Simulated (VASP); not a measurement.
Write the native input for VASP 6.6.1 that does the following.

| Quantity | Value |
| --- | --- |
| Task | relaxation of cell and atoms |
| Functional | PBEsol |
| Potentials or basis | VASP PAW PBE potentials, release 64 (Bi_d) |
| Cutoff | 600 eV |
| k mesh | 6 × 6 × 6 |
| Occupations | methfessel-paxton, width 0.05 eV |
| Spin | no spin polarisation |
| Dipole correction | no |
| Further INCAR settings | ALGO = Normal; EDIFF = 1e-06; IBRION = 2; EDIFFG = -0.03; NSW = 80; ISIF = 3 |

The structure of Bi lies in POSCAR:

```
Bi
1.0
    4.7289800000      0.0000000000      0.0000000000
    2.5544918684      3.9796762600      0.0000000000
    2.5544918684      1.3957698785      3.7268820186
Bi
2
Direct
    0.2340000000      0.2340000000      0.2340000000
    0.7660000000      0.7660000000      0.7660000000
```

One way to write it, as run:

INCAR

```
SYSTEM = Bi
ALGO     = Normal         ! electronic algorithm
EDIFF    = 1E-6           ! SCF threshold, eV
EDIFFG   = -0.03          ! ionic threshold
ENCUT    = 600            ! plane-wave cutoff, eV
GGA      = PS             ! functional
IBRION   = 2              ! ionic algorithm
ISIF     = 3              ! what is computed and relaxed
ISMEAR   = 1              ! smearing method
LASPH    = .TRUE.         ! aspherical terms in the spheres
LCHARG   = .FALSE.        ! write CHGCAR
LREAL    = .FALSE.        ! projectors in reciprocal space
LWAVE    = .FALSE.        ! write WAVECAR
NELM     = 60             ! most SCF steps
NSW      = 80             ! ionic steps
PREC     = Accurate       ! precision mode
SIGMA    = 0.05           ! smearing width, eV
```

KPOINTS

```
k-points
0
G
  6 6 6
  0 0 0
```

Potentials or basis: VASP PAW PBE potentials, release 64 (Bi_d).

The run is started by

```console
$ cat potpaw_PBE.64/Bi_d/POTCAR > POTCAR
$ mpirun -np 1 vasp_std > vasp.out
```

Results of the run:

The relaxed volume is 34.72 Å³/atom and the relaxed cell is a = 4.717 Å, b = 4.717 Å, c = 4.717 Å, α = 57.20°, β = 57.20°, γ = 57.20°. The space group after relaxing (to 0.05 Å) is R-3m (No. 166) and the energy gained by relaxing is 0.6 meV/atom. The ionic steps are 4. The pressure after relaxing is 0.0 GPa. The largest force after relaxing is 0.029 eV/Å and the band gap on the k mesh is zero (band 15 reaches 6.23 eV, above the bottom of band 16 at 6.04 eV).

Caveat: the PAW data sets were made with another functional, which shifts forces and pressure a little; spin-orbit coupling is left out, which moves the levels of the heavy elements.

Run time: 120 s on 1 thread of AMD EPYC 7R13 Processor (Zen 3), with other jobs on the host, peak memory 0.23 GiB.
